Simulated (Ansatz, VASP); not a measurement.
# Sb in VASP and in Ansatz

```
CELL_PARAMETERS angstrom
3.11729 0.00000 0.00000
0.00000 3.11729 0.00000
0.00000 0.00000 3.11729
ATOMIC_POSITIONS crystal
Sb 0.00000 0.00000 0.00000
```

Change from the starting cell: volume scaled by 0.96.

Alike in both runs: task single point; functional PBEsol; k mesh 12 × 12 × 12; occupations fermi-dirac, width 0.08 eV; no spin polarisation.

```csv
,VASP,Ansatz
version,VASP 6.6.1,Ansatz 0.2.0
potentials or method,"VASP PAW PBE potentials, release 64 (Sb), cutoff 520 eV","all-electron LAPW, scalar-relativistic"
```

```csv
,VASP,Ansatz,Ansatz less VASP
pressure (GPa),-2.8,-2.9,-0.05
```

VASP's potentials were made for PBE, not for PBEsol. Ansatz ran all-electron here, and VASP with PAW potentials.

Spin-orbit coupling is off throughout.
